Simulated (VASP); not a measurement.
## HfB2: relaxation of cell and atoms with PBE

The system is HfB2.

```
Hf B
1.0
     3.14000    0.00000    0.00000
    -1.57000    2.71932    0.00000
     0.00000    0.00000    3.48000
Hf B
1 2
Direct
  0.00000 0.00000 0.00000
  0.33333 0.66667 0.50000
  0.66667 0.33333 0.50000
```

```
Program                : VASP 6.6.1
Task                   : relaxation of cell and atoms
Functional             : PBE
Potentials or basis    : VASP PAW PBE potentials, release 64 (Hf_pv, B)
Cutoff                 : 600 eV
k mesh                 : 12 × 12 × 10
Occupations            : methfessel-paxton, width 0.1 eV
Spin                   : no spin polarisation
Target pressure        : -2 GPa
Dipole correction      : no
Further INCAR settings : ALGO = Normal; EDIFF = 1e-06; IBRION = 2; EDIFFG = -0.01; NSW = 80; ISIF = 3
```

The relaxed volume is 10.02 Å³/atom. The relaxed cell is a = 3.151 Å, b = 3.151 Å, c = 3.498 Å, α = 90.00°, β = 90.00°, γ = 120.00°. The space group after relaxing (to 0.1 Å) is P6/mmm (No. 191). The energy change on relaxing (the run minimises the enthalpy) is +0.4 meV/atom. The ionic steps are 4 and the pressure after relaxing is -2.0 GPa. The band gap on the k mesh is zero (bands 8 and 9 overlap by 1.28 eV).

Step by step:
| step | energy change (eV) | largest force (eV/Å) | pressure (GPa) | volume (Å³) |
| --- | --- | --- | --- | --- |
| 1 | 0.0000 | 0.0000 | 0.96 | 29.71 |
| 2 | 0.0115 | 0.0000 | -5.46 | 30.51 |
| 3 | 0.0012 | 0.0000 | -2.01 | 30.07 |
| 4 | 0.0012 | 0.0000 | -1.99 | 30.07 |

Final structure:
```xyz
3
Lattice="3.1507 0.0000 0.0000 -1.5753 2.7286 0.0000 0.0000 0.0000 3.4977" Properties=species:S:1:pos:R:3 pbc="T T T"
Hf    1.5753    2.7286    3.4977
B     0.0000    1.8190    1.7488
B     1.5753    0.9095    1.7488
```

Levels at points of the mesh, in eV from the Fermi level:
```tsv
k point	band 6	band 7	band 8	band 9	band 10	band 11
(0.00, 0.00, 0.00)	-3.02	-3.02	-2.96	3.80	3.80	4.42
(0.50, 0.00, 0.00)	-4.26	-3.58	-2.99	1.91	2.53	5.32
(0.00, 0.00, 0.50)	-1.35	-1.35	0.17	0.17	0.83	0.83
(0.50, 0.00, 0.50)	-5.08	-4.83	-2.85	3.78	3.90	6.01
```

Run time: 2.6 min on 1 thread of Intel(R) Xeon(R) Platinum 8259CL CPU @ 2.50GHz (Skylake/Cascade Lake), with other jobs on the host, peak memory 0.21 GiB.

Caveat: the cell is relaxed towards a set pressure, so the run minimises the enthalpy, not the energy; spin-orbit coupling is left out, which moves the levels of the heavy elements. PBE usually gives volumes a little too large and moduli too small.
